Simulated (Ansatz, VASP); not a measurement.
One calculation of Na, two programs

```
Na
1.0
     3.90895    0.00000    0.00000
    -1.95448    3.38525    0.00000
     0.00000    0.00000   12.76664
Na
4
Cartesian
  0.0000 0.0000 0.0000
  0.0000 0.0000 6.3833
  0.0000 2.2568 3.1917
  1.9545 1.1284 9.5750
```

Alike in both runs: task single point; functional r2SCAN; k mesh 11 × 11 × 3; occupations fermi-dirac, width 0.1 eV; no spin polarisation.

|  | VASP | Ansatz |
| --- | --- | --- |
| version | VASP 6.6.1 | Ansatz 0.2.0 |
| potentials or method | VASP PAW PBE potentials, release 64 (Na_pv), cutoff 520 eV | plane waves (500 eV) with PAW, scalar-relativistic |
| valence electrons in the cell | 28 | 36 |

Ansatz gave:

| Quantity | Value |
| --- | --- |
| pressure (GPa) | -0.7 |
| traceless stress, the component that is largest in VASP (GPa) | 0.09 |

Question: What did VASP give for the same quantities?

Answer: Pressure (GPa): -0.6; traceless stress, the component that is largest in VASP (GPa): 0.03.

VASP's potentials were made for PBE, not for r2SCAN. VASP's potentials hold 28 valence electrons a cell and Ansatz's 36, so a difference there can come from the potentials and not from the codes.
